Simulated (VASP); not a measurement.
Here is a VASP 6.6.1 calculation.

POSCAR

```
GdN
1.0
    2.9986294820      0.0000000000      0.0000000000
    0.0000000000      2.9986294820      0.0000000000
    0.0000000000      0.0000000000      2.9986294820
Gd N
1 1
Direct
    0.0000000000      0.0000000000      0.0000000000
    0.5000000000      0.5000000000      0.5000000000
```

The input INCAR.step1:

```
SYSTEM = GdN
PREC = Accurate
ENCUT = 520
ISMEAR = 0
SIGMA = 0.05
LREAL = .FALSE.
LASPH = .TRUE.
NELM = 150
ISPIN = 2
MAGMOM = 7.65 0
LMAXMIX = 6
NBANDS = 22
GGA = PE
ALGO = Normal
EDIFF = 1E-4
LWAVE = .TRUE.
LCHARG = .FALSE.
```

File INCAR.step2:

```
SYSTEM = GdN
PREC = Accurate
ENCUT = 520
EDIFF = 1E-6
ISMEAR = 0
SIGMA = 0.05
LREAL = .FALSE.
LASPH = .TRUE.
NELM = 150
ALGO = Normal
ISIF = 2
LWAVE = .FALSE.
LCHARG = .FALSE.
ISPIN = 2
MAGMOM = 7.65 0
LORBIT = 11
LMAXMIX = 6
METAGGA = R2SCAN
LMIXTAU = .TRUE.
NBANDS = 22
ISTART = 1
```

The input KPOINTS:

```
regular mesh
0
G
  12 12 12
  0 0 0
```

Potentials or basis: VASP PAW PBE potentials, release 64 (Gd, N).

The run is started by

```console
$ cat potpaw_PBE.64/Gd/POTCAR potpaw_PBE.64/N/POTCAR > POTCAR
$ cp INCAR.step1 INCAR
$ mpirun -np 1 vasp_std > vasp.out
$ cp INCAR.step2 INCAR
$ mpirun -np 1 vasp_std > vasp.out
```

Question: What does it give for the pressure?

Answer: 3.5 GPa.

Question: Estimate the site moments.

Answer: Gd +6.79; N -0.09 μB.

Caveat: the PAW data sets were made with another functional, which shifts forces and pressure a little; a cell with one magnetic atom can't hold antiferromagnetic order, which such compounds often take. The state reached can hang on the start; a lower one may exist.
